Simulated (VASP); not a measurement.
Input of a VASP 6.6.1 run:

INCAR

```
ALGO     = Normal         # electronic algorithm
EDIFF    = 1E-6           # SCF threshold, eV
ENCUT    = 520            # plane-wave cutoff, eV
GGA      = PE             # functional
ISIF     = 2              # what is computed and relaxed
ISMEAR   = -1             # smearing method
ISPIN    = 2              # spin polarisation
LASPH    = True           # aspherical terms in the spheres
LCHARG   = True           # write CHGCAR
LELF     = True           # ELF
LMAXMIX  = 4              # l up to which the mixer works
LORBIT   = 11             # projections on sites
LREAL    = False          # projectors in reciprocal space
LVHAR    = True         
LWAVE    = False          # write WAVECAR
MAGMOM   = 1 0            # initial moments
NBANDS   = 19             # bands
NELM     = 150            # most SCF steps
PREC     = Accurate       # precision mode
SIGMA    = 0.05           # smearing width, eV
```

The input KPOINTS:

```
k-points
0
Gamma
  11 11 11
```

File POSCAR:

```
NiO
1.0
    0.0000000000      2.0343002894      2.0343002894
    2.0343002894      0.0000000000      2.0343002894
    2.0343002894      2.0343002894      0.0000000000
Ni O
1 1
Direct
    0.0000000000      0.0000000000      0.0000000000
    0.7500000000      0.7500000000      0.7500000000
```

Potentials or basis: VASP PAW PBE potentials, release 64 (Ni, O).

The run is started by

```console
$ cat potpaw_PBE.64/Ni/POTCAR potpaw_PBE.64/O/POTCAR > POTCAR
$ mpirun -np 1 vasp_std > vasp.out
```

Task: Estimate the pressure.

Result: 77.7 GPa.

Task: Predict the net moment.

Result: 0.83 μB per cell.

Task: Estimate the site moments.

Result: Ni +0.66; O +0.15 μB.

Caveat: a cell with one magnetic atom can't hold antiferromagnetic order, which such compounds often take.
